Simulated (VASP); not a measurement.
# PbF2 (Pnma) in VASP: single point with PBE

Aim: the single point of PbF2 with PBE.

All numbers are computed with VASP 6.6.1; they aren't measurements. Logs are shortened: lines on timing, memory, paths and dates and some standing lists are left out, and cuts for length are marked.

### Step 1. The cell of the first run

Symmetry: Pnma, No. 62, orthorhombic system. The conventional cell has a = 6.078 Å, b = 3.768 Å, c = 7.490 Å, α = 90.00°, β = 90.00°, γ = 90.00°. Pb (site symmetry m) has 9 F at 2.41 to 2.77 Å within 3.2 Å. Within 3.2 Å of F (site symmetry m) lie 4 Pb at 2.41 to 2.48 Å and 8 F at 2.73 to 3.00 Å. Within 3.3 Å of F (site symmetry m) lie 5 Pb at 2.52 to 2.77 Å and 10 F at 2.82 to 3.28 Å.

### Step 2. Single point, PBE

Contents of INCAR:

```
  ALGO = Normal
  EDIFF = 1E-6
  ENCUT = 600
  GGA = PE
  GGA_COMPAT = False
  ISIF = 2
  ISMEAR = 0
  LASPH = True
  LCHARG = False
  LREAL = False
  LWAVE = False
  NBANDS = 68
  NELM = 120
  PREC = Accurate
  SIGMA = 0.01
```

Contents of KPOINTS:

```
k-points
0
Gamma
  5 8 4
```

Contents of POSCAR:

```
PbF2
1.0
    6.0779897098      0.0000000000      0.0000000000
    0.0000000000      3.7677089863      0.0000000000
    0.0000000000      0.0000000000      7.4899625821
Pb F
4 8
Direct
    0.2558681084      0.2500000000      0.1170410508
    0.7441318916      0.7500000000      0.8829589492
    0.2441318916      0.7500000000      0.6170410508
    0.7558681084      0.2500000000      0.3829589492
    0.8561234068      0.2500000000      0.0621602225
    0.1438765932      0.7500000000      0.9378397775
    0.6438765932      0.7500000000      0.5621602225
    0.3561234068      0.2500000000      0.4378397775
    0.4586274251      0.2500000000      0.8243157868
    0.5413725749      0.7500000000      0.1756842132
    0.0413725749      0.7500000000      0.3243157868
    0.9586274251      0.2500000000      0.6756842132
```

Potentials or basis: VASP PAW PBE potentials, release 64 (Pb_d, F).

Launch:

```console
$ cat potpaw_PBE.64/Pb_d/POTCAR potpaw_PBE.64/F/POTCAR > POTCAR
$ mpirun -np 1 vasp_std > vasp.out
```

OUTCAR:

```text
EDIFF = 1E-6
   ENCUT = 600
   GGA = PE
   ISIF = 2
   ISMEAR = 0
   LASPH = True
   LREAL = False
   NELM = 120
   PREC = Accurate

 ion  position               nearest neighbor table
   1  0.256  0.250  0.117-   6 2.41   6 2.41   5 2.46   8 2.48   9 2.52  10 2.60  10 2.60  11 2.77
                            11 2.77   4 3.63   4 3.63   2 3.93   2 3.93   2 4.04   2 4.04
   2  0.744  0.750  0.883-   5 2.41   5 2.41   6 2.46   7 2.48  10 2.52   9 2.60   9 2.60  12 2.77
                            12 2.77   3 3.63   3 3.63   1 3.93   1 3.93   1 4.04   1 4.04
   3  0.244  0.750  0.617-   8 2.41   8 2.41   7 2.46   6 2.48  11 2.52  12 2.60  12 2.60   9 2.77
                             9 2.77   2 3.63   2 3.63   4 3.93   4 3.93   4 4.04   4 4.04
   4  0.756  0.250  0.383-   7 2.41   7 2.41   8 2.46   5 2.48  12 2.52  11 2.60  11 2.60  10 2.77
                            10 2.77   1 3.63   1 3.63   3 3.93   3 3.93   3 4.04   3 4.04
   5  0.856  0.250  0.062-   2 2.41   2 2.41   1 2.46   4 2.48
   6  0.144  0.750  0.938-   1 2.41   1 2.41   2 2.46   3 2.48
   7  0.644  0.750  0.562-   4 2.41   4 2.41   3 2.46   2 2.48
   8  0.356  0.250  0.438-   3 2.41   3 2.41   4 2.46   1 2.48
   9  0.459  0.250  0.824-   1 2.52   2 2.60   2 2.60   3 2.77   3 2.77
  10  0.541  0.750  0.176-   2 2.52   1 2.60   1 2.60   4 2.77   4 2.77
  11  0.041  0.750  0.324-   3 2.52   4 2.60   4 2.60   1 2.77   1 2.77
  12  0.959  0.250  0.676-   4 2.52   3 2.60   3 2.60   2 2.77   2 2.77

  LATTYP: Found a simple orthorhombic cell.
 ALAT       =     3.7677089863
 B/A-ratio  =     1.6131791845
 C/A-ratio  =     1.9879355357

  Lattice vectors:

 A1 = (   0.0000000000,  -3.7677089863,   0.0000000000)
 A2 = (   6.0779897098,   0.0000000000,   0.0000000000)
 A3 = (   0.0000000000,   0.0000000000,   7.4899625821)

Analysis of symmetry for initial positions (statically):
=====================================================================
 Subroutine PRICEL returns:
 Original cell was already a primitive cell.

 Routine SETGRP: Setting up the symmetry group for a
 simple orthorhombic supercell.

 Subroutine GETGRP returns: Found  8 space group operations
 (whereof  2 operations were pure point group operations)
 out of a pool of  8 trial point group operations.

The static configuration has the point symmetry S_2 .
 The point group associated with its full space group is D_2h.

Analysis of symmetry for dynamics (positions and initial velocities):
=====================================================================
 Subroutine PRICEL returns:
 Original cell was already a primitive cell.
[... 137 lines left out ...]
   POTIM  = 0.5000    time-step for ionic-motion
   TEBEG  =    0.0;   TEEND  =   0.0 temperature during run
   PSTRESS=    0.0 pullay stress
   NELECT =     112.0000    total number of electrons
   NUPDOWN=      -1.0000    fix difference up-down
   EMIN   =  10.00;   EMAX   =-10.00  energy-range for DOS
   EFERMI =   0.00;   METHOD = LEGACY
   ISMEAR =     0;   SIGMA  =   0.01  broadening in eV -4-tet -1-fermi 0-gaus
   EFERMI_NEDOS =   21; number of points for ismear=-14 and -15
   IALGO  =     38    algorithm
   IMIX   =      4    mixing-type and parameters
     AMIX     =   0.40;   BMIX     =  1.00
     AMIX_MAG =   1.60;   BMIX_MAG =  1.00
  volume/ion in A,a.u.               =      14.29        96.46
  Fermi-wavevector in a.u.,A,eV,Ry     =   1.420284  2.683948 27.445761  2.017207
  Thomas-Fermi vector in A             =   2.541215
   LORBIT       =      0    0 simple, 1 ext, 2 COOP (PROOUT), +10 PAW based schemes
   GGA     = PE    functional components
   LHFCALC =     F    Hartree Fock is set to
   AEXX    =    0.0000 exact exchange contribution
   IVDW    =     0    specifies the selected vdW correction
   LEPSILON=     F    determine dielectric tensor
   LRPA    =     F    only Hartree local field effects (RPA)
 non-spin polarized calculation
 Gauss-broadening in eV      SIGMA  =   0.01
  energy-cutoff  :      600.00
  volume of cell :      171.52
 maximum number of plane-waves:      5783
 NGX is ok and might be reduce to    50
   NGX = 25   NGY = 15   NGZ = 29

 number of electron     112.0000032 magnetization

 Free energy of the ion-electron system (eV)
  ---------------------------------------------------
  ext. energy  EPLUGINS =         0.00000000
  ---------------------------------------------------
  free energy    TOTEN  =       -56.16573709 eV

  energy without entropy =      -56.16573709  energy(sigma->0) =      -56.16573709

 E-fermi :   4.2433     XC(G=0): -10.6373

 val. band max:        4.1228106223   @ k =   0.0000   0.3750   0.0000
 cond. band min:       8.1008529671   @ k =   0.0000   0.0000   0.0000
 fundamental gap:      3.9780423448
 Fermi energy:         4.2433403277

 k-point     1 :       0.0000    0.0000    0.0000
  band No.  band energies     occupation
      1     -18.0967      2.00000
      2     -17.9101      2.00000
      3     -17.6191      2.00000
      4     -17.6086      2.00000
      5     -17.1349      2.00000
      6     -17.1276      2.00000
[... 1693 lines left out ...]
     67      12.2652      0.00000
     68      12.4707      0.00000

 [... further k-points ...]
[... 5 lines left out ...]
  --------------------------------------------------------------------------------------
  -------------------------------------------------------------------------------------
  Total       12.5400558     12.5585350     12.5372623      0.0000000      0.0000000      0.0000000
  in kB      117.1367293    117.3093432    117.1106352      0.0000000      0.0000000      0.0000000
  external PRESSURE =     117.1855692 kB  Pullay stress =       0.0000000 kB

 VOLUME and BASIS-vectors are now :
 -----------------------------------------------------------------------------
  energy-cutoff  :      600.00
  volume of cell :      171.52
      direct lattice vectors                 reciprocal lattice vectors
     6.077989710  0.000000000  0.000000000     0.164528084  0.000000000  0.000000000
     0.000000000  3.767708986  0.000000000     0.000000000  0.265413280  0.000000000
     0.000000000  0.000000000  7.489962582     0.000000000  0.000000000  0.133512015

 POSITION                                       TOTAL-FORCE (eV/Angst)
 -----------------------------------------------------------------------------------
      1.55516      0.94193      0.87663         0.001850      0.000000      0.009403
      4.52283      2.82578      6.61333        -0.001850     -0.000000     -0.009403
      1.48383      2.82578      4.62161        -0.001850     -0.000000      0.009403
      4.59416      0.94193      2.86835         0.001850     -0.000000     -0.009403
      5.20351      0.94193      0.46558        -0.000420      0.000000      0.005502
      0.87448      2.82578      7.02438         0.000420      0.000000     -0.005502
      3.91348      2.82578      4.21056         0.000420      0.000000      0.005502
      2.16451      0.94193      3.27940        -0.000420      0.000000     -0.005502
      2.78753      0.94193      6.17409         0.000807      0.000000     -0.002977
      3.29046      2.82578      1.31587        -0.000807      0.000000      0.002977
      0.25146      2.82578      2.42911        -0.000807      0.000000     -0.002977
      5.82653      0.94193      5.06085         0.000807      0.000000      0.002977
 -----------------------------------------------------------------------------------
    total drift:                                0.000000      0.000000     -0.000000

  FREE ENERGIE OF THE ION-ELECTRON SYSTEM (eV)
  ---------------------------------------------------
  free  energy   TOTEN  =       -56.1657370931 eV

  energy  without entropy=      -56.1657370931  energy(sigma->0) =      -56.16573709
```

Wall time 17 min (1 thread of Intel Xeon 8259CL, shared host); peak memory 0.59 GiB.

What came out:

- Free energy: -56.1657 eV
- Pressure: 11.7 GPa
- Largest force: 0.010 eV/Å
- Band gap on the k mesh: 3.98 eV (least direct gap 4.21 eV)

Forces on the atoms (eV/Å):
```
Pb   0.002  0.000  0.009
Pb  -0.002  0.000 -0.009
Pb  -0.002  0.000  0.009
Pb   0.002  0.000 -0.009
F    0.000  0.000  0.006
F    0.000  0.000 -0.006
F    0.000  0.000  0.006
F    0.000  0.000 -0.006
F    0.001  0.000 -0.003
F   -0.001  0.000  0.003
F   -0.001  0.000 -0.003
F    0.001  0.000  0.003
```

Levels at points of the mesh, in eV from the valence-band top:
```
           k point  band 54  band 55  band 56  band 57  band 58  band 59
(0.00, 0.00, 0.00)    -0.55    -0.36    -0.23     3.98     5.15     5.28
(0.00, 0.50, 0.00)    -1.10    -0.10    -0.10     4.84     4.84     5.82
(0.00, 0.00, 0.50)    -1.41    -0.22    -0.22     4.53     4.53     6.31
(0.00, 0.50, 0.50)    -0.76    -0.12    -0.12     4.42     4.42     6.15
```

Caveat: the cell stands under pressure; spin-orbit coupling is left out, which moves the levels of the heavy elements; an odd mesh through Γ misses points on the zone boundary, where band edges can lie.
